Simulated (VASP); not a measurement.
Sb, 2 atoms in the cell. It takes space group R-3m (No. 166, trigonal). Conventional cell: a = 4.269 Å, b = 4.269 Å, c = 10.761 Å, α = 90.00°, β = 90.00°, γ = 120.00°. Sb (site symmetry 3m) has 6 Sb at 2.90 to 3.21 Å within 3.8 Å. 

- Program: VASP 6.6.1
- Task: single point
- Functional: PBEsol
- Dispersion: D3(BJ)
- Potentials or basis: VASP PAW PBE potentials, release 64 (Sb)
- Cutoff: 520 eV
- k mesh: 8 × 8 × 8
- Occupations: fermi-dirac, width 0.05 eV
- Spin: no spin polarisation
- Dipole correction: no
- Further INCAR settings: ALGO = Normal; EDIFF = 1e-07; NBANDS = 12

Potentials or basis: VASP PAW PBE potentials, release 64 (Sb).

Launch:

```console
$ cat potpaw_PBE.64/Sb/POTCAR > POTCAR
$ mpirun -np 1 vasp_std > vasp.out
```

Hardware: 1 thread of AMD EPYC 7R13, with other jobs on the host.

**Question.** Estimate the wall time of this run.

**Answer.** Run time: 62 s on 1 thread of AMD EPYC 7R13 (shared host), peak memory 0.17 GiB. Counts: scf iterations 12, k points 65.
